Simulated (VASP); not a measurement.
# MgCd5O6 (P-3m1) in VASP: a series of runs

MgCd5O6 is run at these levels: PBE; tasks: single point.

Program: VASP 6.6.1. These are calculated values, not measurements. Logs are shortened: lines on timing, memory, paths and dates and some standing lists are left out, and cuts for length are marked.

### Step 1. The cell of the first run

Symmetry: P-3m1, No. 164, trigonal system. Conventional cell: a = 3.303 Å, b = 3.303 Å, c = 16.389 Å, α = 90.00°, β = 90.00°, γ = 120.00°. Mg (site symmetry -3m) has 6 O at 2.22 Å within 2.9 Å. Cd (site symmetry 3m) has 6 O at 2.37 to 2.39 Å and 3 Mg at 3.21 Å and 9 Cd at 3.30 to 3.39 Å within 3.4 Å. Within 3.1 Å of Cd (site symmetry 3m) lie 6 O at 2.37 Å. Within 3.1 Å of Cd (site symmetry -3m) lie 6 O at 2.37 Å. Within 3.0 Å of O (site symmetry 3m) lie 3 Mg at 2.22 Å and 3 Cd at 2.39 Å and 3 O at 2.96 Å. O (site symmetry 3m) has 6 Cd at 2.37 Å within 3.1 Å. Within 3.1 Å of O (site symmetry 3m) lie 6 Cd at 2.37 Å.

### Step 2. Single point, PBE, collinear spin, ferromagnetic start

The input, INCAR:

```
SYSTEM = MgCd5O6
PREC = Accurate
ENCUT = 840
EDIFF = 1E-6
ISMEAR = 0
SIGMA = 0.1
LREAL = .False.
LASPH = .True.
NELM = 200
ALGO = Normal
ISIF = 2
LWAVE = .False.
LCHARG = .False.
ISPIN = 2
MAGMOM = 0 0 0 0 0 0 1 1 1 1 1 1
LORBIT = 11
GGA = PE
NBANDS = 89
GGA_COMPAT = .False.
```

The input, KPOINTS:

```
regular mesh
0
Gamma
  6 6 1
  0 0 0
```

The input, POSCAR:

```
MgCd5O6
1.0
    3.3029701000      0.0000000000      0.0000000000
   -1.6514850000      2.8604560000      0.0000000000
    0.0000000000      0.0000000000     16.3892462000
Mg Cd O
1 5 6
Direct
    0.0000000000      0.0000000000      0.5000000000
    0.6666667000      0.3333333000      0.6574450000
    0.3333333000      0.6666667000      0.3425550000
    0.6666667000      0.3333333000      0.1712630000
    0.0000000000      0.0000000000      0.0000000000
    0.3333333000      0.6666667000      0.8287370000
    0.3333333000      0.6666667000      0.5691900000
    0.6666667000      0.3333333000      0.4308100000
    0.0000000000      0.0000000000      0.2570790000
    0.3333333000      0.6666667000      0.0856770000
    0.6666667000      0.3333333000      0.9143230000
    0.0000000000      0.0000000000      0.7429210000
```

Potentials or basis: VASP PAW PBE potentials, release 64 (Mg_sv, Cd_sv_GW, O).

Launch:

```bash
cat potpaw_PBE.64/Mg_sv/POTCAR potpaw_PBE.64/Cd_sv_GW/POTCAR potpaw_PBE.64/O/POTCAR > POTCAR
mpirun -np 1 vasp_std > vasp.out
```

OUTCAR:

```text
SYSTEM = MgCd5O6
   PREC = Accurate
   ENCUT = 840
   EDIFF = 1E-6
   ISMEAR = 0
   LREAL = .False.
   LASPH = .True.
   NELM = 200
   ISIF = 2
   ISPIN = 2
   LORBIT = 11
   GGA = PE

 ion  position               nearest neighbor table
   1  0.000  0.000  0.500-
   2  0.667  0.333  0.657-
   3  0.333  0.667  0.343-
   4  0.667  0.333  0.171-
   5  0.000  0.000  0.000-
   6  0.333  0.667  0.829-
   7  0.333  0.667  0.569-
   8  0.667  0.333  0.431-
   9  0.000  0.000  0.257-
  10  0.333  0.667  0.086-
  11  0.667  0.333  0.914-
  12  0.000  0.000  0.743-

  LATTYP: Found a hexagonal cell.
 ALAT       =     3.3029701000
 C/A-ratio  =     4.9619723170

  Lattice vectors:

 A1 = (   3.3029701000,   0.0000000000,   0.0000000000)
 A2 = (  -1.6514850000,   2.8604560000,   0.0000000000)
 A3 = (   0.0000000000,   0.0000000000,  16.3892462000)

Analysis of symmetry for initial positions (statically):
=====================================================================
 Subroutine PRICEL returns:
 Original cell was already a primitive cell.

 Routine SETGRP: Setting up the symmetry group for a
 hexagonal supercell.

 Subroutine GETGRP returns: Found 12 space group operations
 (whereof 12 operations were pure point group operations)
 out of a pool of 24 trial point group operations.

The static configuration has the point symmetry D_3d.

Analysis of symmetry for dynamics (positions and initial velocities):
=====================================================================
 Subroutine PRICEL returns:
 Original cell was already a primitive cell.

 Routine SETGRP: Setting up the symmetry group for a
 hexagonal supercell.

 Subroutine GETGRP returns: Found 12 space group operations
 (whereof 12 operations were pure point group operations)
 out of a pool of 24 trial point group operations.

The dynamic configuration has the point symmetry D_3d.

Analysis of structural, dynamic, and magnetic symmetry:
=====================================================================
 Subroutine PRICEL returns:
 Original cell was already a primitive cell.

 Routine SETGRP: Setting up the symmetry group for a
 hexagonal supercell.

 Subroutine GETGRP returns: Found 12 space group operations
 (whereof 12 operations were pure point group operations)
 out of a pool of 24 trial point group operations.

The overall configuration has the point symmetry D_3d.

 Subroutine INISYM returns: Found 12 space group operations
 (whereof 12 operations are pure point group operations),
 and found     1 'primitive' translations

----------------------------------------------------------------------------------------

                                     Primitive cell

  volume of cell :     154.8456

  direct lattice vectors                    reciprocal lattice vectors
     3.302970100  0.000000000  0.000000000     0.302757812  0.174797300  0.000000000
    -1.651485000  2.860456000  0.000000000     0.000000000  0.349594610  0.000000000
     0.000000000  0.000000000 16.389246200     0.000000000  0.000000000  0.061015619

  length of vectors
     3.302970100  3.302970062 16.389246200     0.349594606  0.349594610  0.061015619

[... 66 lines left out ...]
   total plane-waves  NPLWV = 163840
   dimension x,y,z NGX =    32 NGY =   32 NGZ =  160
   dimension x,y,z NGXF=    64 NGYF=   64 NGZF=  320
   ions per type =               1   5   6
   NGX,Y,Z   is equivalent  to a cutoff of  16.11, 16.11, 16.23 a.u.
   NGXF,Y,Z  is equivalent  to a cutoff of  32.21, 32.21, 32.46 a.u.
 SYSTEM =  MgCd5O6
   PREC   = accura    normal or accurate (medium, high low for compatibility)
   ISTART =      0    job   : 0-new  1-cont  2-samecut
   ICHARG =      2    charge: 1-file 2-atom 10-const
   ISPIN  =      2    spin polarized calculation?
   LNONCOLLINEAR =      F non collinear calculations
   LSORBIT =      F    spin-orbit coupling
   LASPH  =      T    aspherical Exc in radial PAW
   ENCUT  =  840.0 eV  61.74 Ry    7.86 a.u.   7.81  7.81 38.73*2*pi/ulx,y,z
   NELM   =    200;   NELMIN=  2; NELMDL= -5     # of ELM steps
   EDIFF  = 0.1E-05   stopping-criterion for ELM
   LREAL  =      F    real-space projection
   EDIFFG = 0.1E-04   stopping-criterion for IOM
   NSW    =      0    number of steps for IOM
   IBRION =     -1    ionic relax: 0-MD 1-quasi-New 2-CG
   NFREE  =      0    steps in history (QN), initial steepest desc. (CG)
   ISIF   =      2    stress and relaxation
   ISYM   =      2    0-nonsym 1-usesym 2-fastsym
   POTIM  = 0.5000    time-step for ionic-motion
   TEBEG  =    0.0;   TEEND  =   0.0 temperature during run
   PSTRESS=    0.0 pullay stress
   NELECT =     146.0000    total number of electrons
   NUPDOWN=      -1.0000    fix difference up-down
   EMIN   =  10.00;   EMAX   =-10.00  energy-range for DOS
   EFERMI =   0.00;   METHOD = LEGACY
   ISMEAR =     0;   SIGMA  =   0.10  broadening in eV -4-tet -1-fermi 0-gaus
   EFERMI_NEDOS =   21; number of points for ismear=-14 and -15
   IALGO  =     38    algorithm
   IMIX   =      4    mixing-type and parameters
     AMIX     =   0.40;   BMIX     =  1.00
     AMIX_MAG =   1.60;   BMIX_MAG =  1.00
  volume/ion in A,a.u.               =      12.90        87.08
  Fermi-wavevector in a.u.,A,eV,Ry     =   1.605312  3.033600 35.062581  2.577027
  Thomas-Fermi vector in A             =   2.701678
   LORBIT       =     11    0 simple, 1 ext, 2 COOP (PROOUT), +10 PAW based schemes
   GGA     = PE    functional components
   LHFCALC =     F    Hartree Fock is set to
   AEXX    =    0.0000 exact exchange contribution
   IVDW    =     0    specifies the selected vdW correction
   LEPSILON=     F    determine dielectric tensor
   LRPA    =     F    only Hartree local field effects (RPA)
 spin polarized calculation
 Gauss-broadening in eV      SIGMA  =   0.10
  energy-cutoff  :      840.00
  volume of cell :      154.85
 maximum number of plane-waves:      8586
 NGX is ok and might be reduce to    32
   NGX = 15   NGY = 15   NGZ = 77

 number of electron     146.0000008 magnetization       0.0004638

 Free energy of the ion-electron system (eV)
  ---------------------------------------------------
  ext. energy  EPLUGINS =         0.00000000
  ---------------------------------------------------
  free energy    TOTEN  =       -50.69553703 eV

  energy without entropy =      -50.68805996  energy(sigma->0) =      -50.69179849

 E-fermi :   4.3635     XC(G=0): -11.6099

 val. band max:        4.2820009220   @ k =   0.5000   0.0000   0.0000
 cond. band min:       5.9755444571   @ k =   0.1667   0.0000   0.0000
 fundamental gap:      1.6935435350
 Fermi energy:         4.3635420669

 spin component 1

 k-point     1 :       0.0000    0.0000    0.0000
  band No.  band energies     occupation
      1     -96.0964      1.00000
      2     -96.0930      1.00000
      3     -96.0930      1.00000
      4     -96.0890      1.00000
      5     -96.0890      1.00000
      6     -69.0618      1.00000
[... 605 lines left out ...]
     84      12.1018      0.00000
     85      12.9908      0.00000
 Fermi energy:         4.3635420669

 spin component 2

 k-point     1 :       0.0000    0.0000    0.0000
  band No.  band energies     occupation
      1     -96.0964      1.00000
      2     -96.0930      1.00000
      3     -96.0930      1.00000
      4     -96.0890      1.00000
      5     -96.0890      1.00000
      6     -69.0618      1.00000
[... 605 lines left out ...]
     84      12.1018      0.00000
     85      12.9910      0.00000
 [bands above 85 left out]

------------------------ aborting loop because EDIFF is reached ----------------------------------------

  FORCE on cell =-STRESS in cart. coord.  units (eV):
  Direction    XX          YY          ZZ          XY          YZ          ZX
  --------------------------------------------------------------------------------------
  -------------------------------------------------------------------------------------
  Total       -0.1114907     -0.1114907     -0.0842327     -0.0000000      0.0000000      0.0000000
  in kB       -1.1535872     -1.1535872     -0.8715507     -0.0000000      0.0000000      0.0000000
  external PRESSURE =      -1.0595750 kB  Pullay stress =       0.0000000 kB

 VOLUME and BASIS-vectors are now :
 -----------------------------------------------------------------------------
  energy-cutoff  :      840.00
  volume of cell :      154.85
      direct lattice vectors                 reciprocal lattice vectors
     3.302970100  0.000000000  0.000000000     0.302757812  0.174797300  0.000000000
    -1.651485000  2.860456000  0.000000000     0.000000000  0.349594610  0.000000000
     0.000000000  0.000000000 16.389246200     0.000000000  0.000000000  0.061015619

 POSITION                                       TOTAL-FORCE (eV/Angst)
 -----------------------------------------------------------------------------------
      0.00000      0.00000      8.19462         0.000000      0.000000      0.000000
      1.65149      0.95349     10.77503         0.000000      0.000000     -0.022995
     -0.00000      1.90697      5.61422        -0.000000      0.000000      0.022995
      1.65149      0.95349      2.80687         0.000000      0.000000      0.017915
      0.00000      0.00000      0.00000         0.000000      0.000000      0.000000
     -0.00000      1.90697     13.58237        -0.000000      0.000000     -0.017915
     -0.00000      1.90697      9.32860         0.000000      0.000000      0.016291
      1.65149      0.95349      7.06065        -0.000000      0.000000     -0.016291
      0.00000      0.00000      4.21333         0.000000      0.000000     -0.017361
     -0.00000      1.90697      1.40418        -0.000000      0.000000     -0.008637
      1.65149      0.95349     14.98506         0.000000     -0.000000      0.008637
      0.00000      0.00000     12.17592         0.000000     -0.000000      0.017361
 -----------------------------------------------------------------------------------
    total drift:                                0.000000     -0.000000      0.000000

  FREE ENERGIE OF THE ION-ELECTRON SYSTEM (eV)
  ---------------------------------------------------
  free  energy   TOTEN  =       -50.6955370291 eV

  energy  without entropy=      -50.6880599575  energy(sigma->0) =      -50.69179849

 total charge

# of ion       s       p       d       f       tot
--------------------------------------------------
    1        2.062   5.987   0.026   0.000   8.075
    2        2.206   6.151   9.255   0.012  17.624
    3        2.206   6.151   9.255   0.012  17.624
    4        2.206   6.149   9.255   0.013  17.623
    5        2.206   6.149   9.255   0.013  17.623
    6        2.206   6.149   9.255   0.013  17.623
    7        1.555   3.406   0.000   0.000   4.961
    8        1.555   3.406   0.000   0.000   4.961
    9        1.570   3.349   0.000   0.000   4.919
   10        1.571   3.348   0.000   0.000   4.919
   11        1.571   3.348   0.000   0.000   4.919
   12        1.570   3.349   0.000   0.000   4.919
--------------------------------------------------
tot         22.482  56.942  46.303   0.062 125.789

 magnetization (x)

# of ion       s       p       d       f       tot
--------------------------------------------------
    1       -0.000  -0.000  -0.000   0.000  -0.000
    2       -0.000  -0.000   0.000  -0.000  -0.000
    3       -0.000  -0.000   0.000  -0.000  -0.000
    4       -0.000   0.000  -0.000   0.000  -0.000
    5       -0.000   0.000  -0.000   0.000  -0.000
    6       -0.000   0.000  -0.000   0.000  -0.000
    7       -0.000   0.000   0.000   0.000   0.000
    8       -0.000   0.000   0.000   0.000   0.000
    9        0.000   0.000   0.000   0.000   0.000
   10        0.000   0.000   0.000   0.000   0.000
   11        0.000   0.000   0.000   0.000   0.000
   12        0.000   0.000   0.000   0.000   0.000
--------------------------------------------------
tot         -0.000   0.000  -0.000  -0.000   0.000
```

It took 8.6 min on 1 thread of Intel Xeon 6975P-C (Granite Rapids), shared host; peak memory 0.71 GiB.

What came out:

```yaml
Free_energy: -50.6955 eV
Pressure: -0.1 GPa
Largest_force: 0.023 eV/Å
Band_gap_on_the_k_mesh: zero (filled and empty bands overlap)
Net_moment: 0.00 μB per cell
Valence_electrons_inside_the_program's_atomic_spheres: Mg 8.07; Cd 17.62; O 4.96, 4.92 (each value once)
```

Forces on the atoms (eV/Å):
```
Mg   0.000  0.000  0.000
Cd   0.000  0.000 -0.023
Cd   0.000  0.000  0.023
Cd   0.000  0.000  0.018
Cd   0.000  0.000  0.000
Cd   0.000  0.000 -0.018
O    0.000  0.000  0.016
O    0.000  0.000 -0.016
O    0.000  0.000 -0.017
O    0.000  0.000 -0.009
O    0.000  0.000  0.009
O    0.000  0.000  0.017
```

Caveat: the k points lie up to 0.38 Å⁻¹ apart; semilocal functionals underestimate gaps, and a narrow one can read as zero.

### Step 3. Single point, PBE, collinear spin, ferromagnetic start

The input, INCAR:

```
PREC = Accurate
ENCUT = 840
EDIFF = 1E-6
ISMEAR = 0
SIGMA = 0.1
LREAL = F
LASPH = T
NELM = 200
ALGO = Normal
ISIF = 2
LWAVE = F
LCHARG = F
ISPIN = 2
MAGMOM = 0 0 0 0 0 0 1 1 1 1 1 1
LORBIT = 11
GGA = PE
NBANDS = 89
GGA_COMPAT = F
```

The input, KPOINTS:

```
regular mesh
0
Gamma
  6 6 1
```

POSCAR is that of step 2.

Potentials or basis: VASP PAW PBE potentials, release 64 (Mg_sv, Cd_sv_GW, O).

Launch:

```bash
cat potpaw_PBE.64/Mg_sv/POTCAR potpaw_PBE.64/Cd_sv_GW/POTCAR potpaw_PBE.64/O/POTCAR > POTCAR
mpirun -np 1 vasp_std > vasp.out
```

It took 12 min on 1 thread of Intel Xeon Platinum 8488C (Sapphire Rapids), shared host; peak memory 0.7 GiB.

It converged, with:

```
Free energy                                           : -50.6955 eV
Pressure                                              : -0.1 GPa
Largest force                                         : 0.023 eV/Å
Band gap on the k mesh                                : zero (filled and empty bands overlap)
Net moment                                            : 0.00 μB per cell
Valence electrons inside the program's atomic spheres : Mg 8.07; Cd 17.62; O 4.96, 4.92 (each value once)
```

Forces on the atoms (eV/Å):
```
Mg   0.000  0.000  0.000
Cd   0.000  0.000 -0.023
Cd   0.000  0.000  0.023
Cd   0.000  0.000  0.018
Cd   0.000  0.000  0.000
Cd   0.000  0.000 -0.018
O    0.000  0.000  0.016
O    0.000  0.000 -0.016
O    0.000  0.000 -0.017
O    0.000  0.000 -0.009
O    0.000  0.000  0.009
O    0.000  0.000  0.017
```

Levels at points of the mesh, in eV from the Fermi level:
Spin up:
```tsv
k point	band 71	band 72	band 73	band 74	band 75	band 76
(0.00, 0.00, 0.00)	-0.24	-0.10	-0.09	-0.09	1.63	1.98
(0.50, 0.00, 0.00)	-0.53	-0.11	-0.08	3.98	4.48	4.71
```
Spin down:
```tsv
k point	band 69	band 70	band 71	band 72	band 73	band 74	band 75	band 76	band 77	band 78
(0.00, 0.00, 0.00)	-0.63	-0.24	-0.24	-0.10	-0.09	-0.09	1.63	1.98	3.77	4.02
(0.50, 0.00, 0.00)	-0.88	-0.77	-0.53	-0.11	-0.08	3.98	4.48	4.71	5.11	5.61
```

Caveat: the k points lie up to 0.38 Å⁻¹ apart; semilocal functionals underestimate gaps, and a narrow one can read as zero.

The gap in the log of VASP goes by the Fermi energy; the results here count the filled bands.